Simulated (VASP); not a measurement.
A run of VASP 6.6.1 is set up as follows.

The input INCAR:

```
ALGO = Normal
EDIFF = 1E-8
ENCUT = 520
GGA = PE
ISIF = 2
ISMEAR = -1
LASPH = True
LCHARG = False
LEFG = True
LREAL = False
LWAVE = False
NBANDS = 8
NELM = 60
PREC = Accurate
SIGMA = 0.05
```

Contents of KPOINTS:

```
k-points
0
Gamma
  13 13 13
```

File POSCAR:

```
Sb
1.0
    3.1600000000     -0.0158000000     -0.0158000000
   -0.0158000000      3.1600000000     -0.0158000000
   -0.0158000000     -0.0158000000      3.1600000000
Sb
1
Direct
    0.0000000000      0.0000000000      0.0000000000
```

Potentials or basis: VASP PAW PBE potentials, release 64 (Sb).

Launch:

```console
$ cat potpaw_PBE.64/Sb/POTCAR > POTCAR
$ mpirun -np 1 vasp_std > vasp.out
```

Q: Predict the pressure.

A: -2.6 GPa.

Stress tensor (GPa, compression positive):
```
-2.55  0.13  0.13
 0.13 -2.55  0.13
 0.13  0.13 -2.55
```

Caveat: the cell differs from its parent crystal (equal xy, yz and zx shear strains of -1 %); without QUAD_EFG the Cq values of the log hold for a quadrupole moment of 1 mb, not for the nuclei.
